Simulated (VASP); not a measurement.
# Ti3O5 (C2/c) in VASP: single point with PBEsol

Aim: the single point of Ti3O5 with PBEsol.

All numbers are computed with VASP 6.6.1; they aren't measurements. Logs are shortened: lines on timing, memory, paths and dates and some standing lists are left out, and cuts for length are marked.

## Step 1: The cell of the first run

It takes space group C2/c (No. 15, monoclinic). The conventional cell has a = 9.915 Å, b = 4.955 Å, c = 7.113 Å, α = 90.00°, β = 112.03°, γ = 90.00°. Within 2.5 Å of Ti (site symmetry 1) lie 6 O at 1.86 to 2.14 Å. Ti (site symmetry -1) has 6 O at 1.97 to 2.00 Å within 2.6 Å. O (site symmetry 1) has 3 Ti at 1.86 to 1.97 Å within 2.5 Å. O (site symmetry 1) has 7 Ti at 1.98 to 3.47 Å and 12 O at 2.59 to 3.21 Å within 3.5 Å. Within 3.0 Å of O (site symmetry 2) lie 4 Ti at 2.00 to 2.03 Å and 12 O at 2.69 to 2.97 Å.

## Step 2: Single point, PBEsol (10.12 Å³/atom)

Input file INCAR:

```
SYSTEM = Ti3O5
PREC     = Accurate       ! precision mode
ENCUT    = 520            ! plane-wave cutoff, eV
EDIFF    = 1E-7           ! SCF threshold, eV
ISMEAR   = 0              ! smearing method
SIGMA    = 0.1            ! smearing width, eV
LREAL    = Auto         
LASPH    = .TRUE.         ! aspherical terms in the spheres
NELM     = 80             ! most SCF steps
ALGO     = Normal         ! electronic algorithm
ISIF     = 2              ! what is computed and relaxed
LWAVE    = .FALSE.        ! write WAVECAR
LCHARG   = .FALSE.        ! write CHGCAR
GGA      = PS             ! functional
NBANDS   = 80             ! bands
```

Input file KPOINTS:

```
regular mesh
0
G
  8 8 6
  0 0 0
```

Input file POSCAR:

```
Ti3O5
1.0
    4.9574600980     -2.4774491588     -0.0103859707
    4.9574600980      2.4774491588     -0.0103859707
   -2.6542419860      0.0000000000      6.5988200307
Ti O
6 10
Direct
    0.8583961517      0.8874718730      0.2837301110
    0.1125281270      0.1416038483      0.2162698890
    0.1416038483      0.1125281270      0.7162698890
    0.8874718730      0.8583961517      0.7837301110
    0.5000000000      0.5000000000      0.0000000000
    0.5000000000      0.5000000000      0.5000000000
    0.5235878519      0.8569570235      0.1492012423
    0.1430429765      0.4764121481      0.3507987577
    0.4764121481      0.1430429765      0.8507987577
    0.8569570235      0.5235878519      0.6492012423
    0.9250276283      0.2422714972      0.9401047198
    0.7577285028      0.0749723717      0.5598952802
    0.0749723717      0.7577285028      0.0598952802
    0.2422714972      0.9250276283      0.4401047198
    0.3168107640      0.6831892360      0.7500000000
    0.6831892360      0.3168107640      0.2500000000
```

Potentials or basis: VASP PAW PBE potentials, release 64 (Ti_sv, O).

Run with:

```
cat potpaw_PBE.64/Ti_sv/POTCAR potpaw_PBE.64/O/POTCAR > POTCAR
mpirun -np 1 vasp_std > vasp.out
```

OUTCAR:

```text
SYSTEM = Ti3O5
   PREC = Accurate
   ENCUT = 520
   EDIFF = 1E-7
   ISMEAR = 0
   LREAL = Auto
   LASPH = .TRUE.
   NELM = 80
   ISIF = 2
   GGA = PS

 ion  position               nearest neighbor table
   1  0.858  0.887  0.284-   7 1.86   8 1.95  12 1.98  13 1.99  16 2.03  14 2.14   2 2.74   6 2.88

   2  0.113  0.142  0.216-   8 1.86   7 1.95  11 1.98  14 1.99  16 2.03  13 2.14   1 2.74   5 2.88

   3  0.142  0.113  0.716-   9 1.86  10 1.95  14 1.98  11 1.99  15 2.03  12 2.14   4 2.74   6 2.88

   4  0.887  0.858  0.784-  10 1.86   9 1.95  13 1.98  12 1.99  15 2.03  11 2.14   3 2.74   5 2.88

   5  0.500  0.500  0.000-   7 1.97   9 1.97  15 2.00  16 2.00  11 2.00  13 2.00   2 2.88   4 2.88

   6  0.500  0.500  0.500-   8 1.97  10 1.97  15 2.00  16 2.00  12 2.00  14 2.00   3 2.88   1 2.88

   7  0.524  0.857  0.149-   1 1.86   2 1.95   5 1.97
   8  0.143  0.476  0.351-   2 1.86   1 1.95   6 1.97
   9  0.476  0.143  0.851-   3 1.86   4 1.95   5 1.97
  10  0.857  0.524  0.649-   4 1.86   3 1.95   6 1.97
  11  0.925  0.242  0.940-   2 1.98   3 1.99   5 2.00   4 2.14
  12  0.758  0.075  0.560-   1 1.98   4 1.99   6 2.00   3 2.14
  13  0.075  0.758  0.060-   4 1.98   1 1.99   5 2.00   2 2.14
  14  0.242  0.925  0.440-   3 1.98   2 1.99   6 2.00   1 2.14
  15  0.317  0.683  0.750-   5 2.00   6 2.00   3 2.03   4 2.03
  16  0.683  0.317  0.250-   5 2.00   6 2.00   1 2.03   2 2.03

  LATTYP: Found a base centered monoclinic cell.
 ALAT       =     9.9149419548
 B/A-ratio  =     0.4997405270
 C/A-ratio  =     0.7173642029
 COS(beta)  =    -0.3751162185

  Lattice vectors:

 A1 = (   4.9574600980,  -2.4774491588,  -0.0103859707)
 A2 = (   4.9574600980,   2.4774491588,  -0.0103859707)
 A3 = (  -2.6542419860,   0.0000000000,   6.5988200307)

Analysis of symmetry for initial positions (statically):
=====================================================================
 Subroutine PRICEL returns:
 Original cell was already a primitive cell.

 Routine SETGRP: Setting up the symmetry group for a
 base centered monoclinic supercell.

 Subroutine GETGRP returns: Found  4 space group operations
 (whereof  2 operations were pure point group operations)
 out of a pool of  4 trial point group operations.

The static configuration has the point symmetry S_2 .
 The point group associated with its full space group is C_2h.

Analysis of symmetry for dynamics (positions and initial velocities):
=====================================================================
 Subroutine PRICEL returns:
 Original cell was already a primitive cell.

 Routine SETGRP: Setting up the symmetry group for a
 base centered monoclinic supercell.

 Subroutine GETGRP returns: Found  4 space group operations
 (whereof  2 operations were pure point group operations)
 out of a pool of  4 trial point group operations.

The dynamic configuration has the point symmetry S_2 .
 The point group associated with its full space group is C_2h.

 Subroutine INISYM returns: Found  4 space group operations
 (whereof  2 operations are pure point group operations),
 and found     1 'primitive' translations

----------------------------------------------------------------------------------------

                                     Primitive cell

  volume of cell :     161.9549

  direct lattice vectors                    reciprocal lattice vectors
     4.957460098 -2.477449159 -0.010385971     0.100943161 -0.201820489  0.040602346
     4.957460098  2.477449159 -0.010385971     0.100943161  0.201820489  0.040602346
    -2.654241986  0.000000000  6.598820031     0.000317752  0.000000000  0.151670054

  length of vectors
     5.542045906  5.542045906  7.112624433     0.229280575  0.229280575  0.151670387

  position of ions in fractional coordinates (direct lattice)
     0.858396152  0.887471873  0.283730111
     0.112528127  0.141603848  0.216269889
     0.141603848  0.112528127  0.716269889
     0.887471873  0.858396152  0.783730111
     0.500000000  0.500000000  1.000000000
     0.500000000  0.500000000  0.500000000
[... 8 lines left out ...]
     0.316810764  0.683189236  0.750000000
     0.683189236  0.316810764  0.250000000

  ion indices of the primitive-cell ions
   primitive index   ion index
                 1           1
                 2           2
                 3           3
                 4           4
                 5           5
                 6           6
[... 8 lines left out ...]
                15          15
                16          16

----------------------------------------------------------------------------------------

 KPOINTS: regular mesh

Automatic generation of k-mesh.
 Grid dimensions read from file:
 generate k-points for:    8    8    6

 Generating k-lattice:

  Cartesian coordinates                     Fractional coordinates (reciprocal lattice)
     0.012617895 -0.025227561  0.005075293     0.125000000  0.000000000  0.000000000
     0.012617895  0.025227561  0.005075293     0.000000000  0.125000000  0.000000000
     0.000052959  0.000000000  0.025278342    -0.000000000 -0.000000000  0.166666667

  Length of vectors
     0.028660072  0.028660072  0.025278398

  Shift w.r.t. Gamma in fractional coordinates (k-lattice)
     0.000000000  0.000000000  0.000000000

 Subroutine IBZKPT returns following result:
 ===========================================

 Found    114 irreducible k-points:

 Following reciprocal coordinates:
            Coordinates               Weight
  0.000000  0.000000  0.000000      1.000000
  0.125000  0.000000  0.000000      4.000000
  0.250000  0.000000  0.000000      4.000000
  0.375000  0.000000 -0.000000      4.000000
  0.500000  0.000000  0.000000      2.000000
  0.125000  0.125000 -0.000000      2.000000
[... 16 lines left out ...]
  0.125000  0.000000  0.166667      4.000000
  0.250000  0.000000  0.166667      4.000000
 [... further k-points ...]
   k-points           NKPTS =    114   k-points in BZ     NKDIM =    114   number of bands    NBANDS=     80
   number of dos      NEDOS =    301   number of ions     NIONS =     16
   total plane-waves  NPLWV =  95256
   dimension x,y,z NGX =    42 NGY =   42 NGZ =   54
   dimension x,y,z NGXF=    84 NGYF=   84 NGZF=  108
   ions per type =               6  10
   NGX,Y,Z   is equivalent  to a cutoff of  12.60, 12.60, 12.62 a.u.
   NGXF,Y,Z  is equivalent  to a cutoff of  25.20, 25.20, 25.24 a.u.
 SYSTEM =  Ti3O5
   PREC   = accura    normal or accurate (medium, high low for compatibility)
   ISTART =      0    job   : 0-new  1-cont  2-samecut
   ICHARG =      2    charge: 1-file 2-atom 10-const
   ISPIN  =      1    spin polarized calculation?
   LNONCOLLINEAR =      F non collinear calculations
   LSORBIT =      F    spin-orbit coupling
   LASPH  =      T    aspherical Exc in radial PAW
   ENCUT  =  520.0 eV  38.22 Ry    6.18 a.u.  10.30 10.30 13.22*2*pi/ulx,y,z
   NELM   =     80;   NELMIN=  2; NELMDL= -5     # of ELM steps
   EDIFF  = 0.1E-06   stopping-criterion for ELM
   LREAL  =      T    real-space projection
   EDIFFG = 0.1E-05   stopping-criterion for IOM
   NSW    =      0    number of steps for IOM
   IBRION =     -1    ionic relax: 0-MD 1-quasi-New 2-CG
   NFREE  =      0    steps in history (QN), initial steepest desc. (CG)
   ISIF   =      2    stress and relaxation
   ISYM   =      2    0-nonsym 1-usesym 2-fastsym
   POTIM  = 0.5000    time-step for ionic-motion
   TEBEG  =    0.0;   TEEND  =   0.0 temperature during run
   PSTRESS=    0.0 pullay stress
   NELECT =     132.0000    total number of electrons
   NUPDOWN=      -1.0000    fix difference up-down
   EMIN   =  10.00;   EMAX   =-10.00  energy-range for DOS
   EFERMI =   0.00;   METHOD = LEGACY
   ISMEAR =     0;   SIGMA  =   0.10  broadening in eV -4-tet -1-fermi 0-gaus
   EFERMI_NEDOS =   21; number of points for ismear=-14 and -15
   IALGO  =     38    algorithm
   IMIX   =      4    mixing-type and parameters
     AMIX     =   0.40;   BMIX     =  1.00
     AMIX_MAG =   1.60;   BMIX_MAG =  1.00
  volume/ion in A,a.u.               =      10.12        68.31
  Fermi-wavevector in a.u.,A,eV,Ry     =   1.529213  2.889794 31.817138  2.338494
  Thomas-Fermi vector in A             =   2.636865
   LORBIT       =      0    0 simple, 1 ext, 2 COOP (PROOUT), +10 PAW based schemes
   GGA     = PS    functional components
   LHFCALC =     F    Hartree Fock is set to
   AEXX    =    0.0000 exact exchange contribution
   IVDW    =     0    specifies the selected vdW correction
   LEPSILON=     F    determine dielectric tensor
   LRPA    =     F    only Hartree local field effects (RPA)
 non-spin polarized calculation
 Gauss-broadening in eV      SIGMA  =   0.10
  energy-cutoff  :      520.00
  volume of cell :      161.95
 maximum number of plane-waves:      4384
 NGX is ok and might be reduce to    42
   NGX = 21   NGY = 21   NGZ = 27

 number of electron     132.0000014 magnetization

 Free energy of the ion-electron system (eV)
  ---------------------------------------------------
  ext. energy  EPLUGINS =         0.00000000
  ---------------------------------------------------
  free energy    TOTEN  =      -150.53100760 eV

  energy without entropy =     -150.48834675  energy(sigma->0) =     -150.50967717

 E-fermi :   8.4473     XC(G=0): -12.0193

 val. band max:        8.4394869783   @ k =   0.3750   0.3750   0.1667
 cond. band min:       8.4507532172   @ k =   0.3750   0.3750  -0.0000
 fundamental gap:      0.0112662389
 Fermi energy:         8.4473116175

 k-point     1 :       0.0000    0.0000    0.0000
  band No.  band energies     occupation
      1     -49.8842      2.00000
      2     -49.8584      2.00000
      3     -49.8233      2.00000
      4     -49.8071      2.00000
      5     -49.7505      2.00000
      6     -49.7455      2.00000
[... 70 lines left out ...]
     77       9.5889      0.00000
     78       9.7871      0.00000
[... 1861 lines left out ...]
     77       9.6371      0.00000
     78       9.7331      0.00000

 [... further k-points ...]

 [bands above 78 left out]

------------------------ aborting loop because EDIFF is reached ----------------------------------------

  FORCE on cell =-STRESS in cart. coord.  units (eV):
  Direction    XX          YY          ZZ          XY          YZ          ZX
  --------------------------------------------------------------------------------------
  -------------------------------------------------------------------------------------
  Total        7.3330747      7.3771420      7.3327610      0.0000000      0.0000000      0.1543144
  in kB       72.5441772     72.9801231     72.5410736      0.0000000      0.0000000      1.5265917
  external PRESSURE =      72.6884580 kB  Pullay stress =       0.0000000 kB

 VOLUME and BASIS-vectors are now :
 -----------------------------------------------------------------------------
  energy-cutoff  :      520.00
  volume of cell :      161.95
      direct lattice vectors                 reciprocal lattice vectors
     4.957460098 -2.477449159 -0.010385971     0.100943161 -0.201820489  0.040602346
     4.957460098  2.477449159 -0.010385971     0.100943161  0.201820489  0.040602346
    -2.654241986  0.000000000  6.598820031     0.000317752  0.000000000  0.151670054

 POSITION                                       TOTAL-FORCE (eV/Angst)
 -----------------------------------------------------------------------------------
      7.90198      0.07203      1.85415         0.003459     -0.010732     -0.009214
      0.68582      0.07203      1.42449        -0.003459     -0.010732      0.009214
     -0.64130     -0.07203      4.72390        -0.003459      0.010732      0.009214
      6.57486     -0.07203      5.15356         0.003459      0.010732     -0.009214
      4.95746      0.00000     -0.01039         0.000000     -0.000000      0.000000
      3.63034      0.00000      3.28902         0.000000     -0.000000      0.000000
[... 8 lines left out ...]
      2.96678      0.90768      4.93873         0.000000     -0.016034      0.000000
      4.29390     -0.90768      1.63932         0.000000      0.016034      0.000000
 -----------------------------------------------------------------------------------
    total drift:                                0.000000     -0.000000     -0.000000

  FREE ENERGIE OF THE ION-ELECTRON SYSTEM (eV)
  ---------------------------------------------------
  free  energy   TOTEN  =      -150.5310076012 eV

  energy  without entropy=     -150.4883467475  energy(sigma->0) =     -150.50967717
```

Run time: 37 min. Hardware: 1 thread of Intel Xeon 6975P-C (Granite Rapids), shared host; peak memory 0.88 GiB.

What came out:

```yaml
Free_energy: -150.5310 eV
Pressure: 7.3 GPa
Largest_force: 0.019 eV/Å
Band_gap_on_the_k_mesh: zero (bands 66 and 67 overlap by 0.16 eV)
```

Forces in eV/Å, atoms in the order of the input:
```
Ti   0.003 -0.011 -0.009
Ti  -0.003 -0.011  0.009
Ti  -0.003  0.011  0.009
Ti   0.003  0.011 -0.009
Ti   0.000  0.000  0.000
Ti   0.000  0.000  0.000
O   -0.004  0.002 -0.018
O    0.004  0.002  0.018
O    0.004 -0.002  0.018
O   -0.004 -0.002 -0.018
O    0.014  0.004 -0.005
O   -0.014  0.004  0.005
O   -0.014 -0.004  0.005
O    0.014 -0.004 -0.005
O    0.000 -0.016  0.000
O    0.000  0.016  0.000
```

Stress tensor (GPa, compression positive):
```
7.25 0.00 0.15
0.00 7.30 0.00
0.15 0.00 7.25
```

Caveat: the cell stands under pressure; the PAW data sets were made with another functional, which shifts forces and pressure a little; semilocal functionals often make such compounds metallic where correlation or magnetic order opens a gap, which also shifts bond lengths.
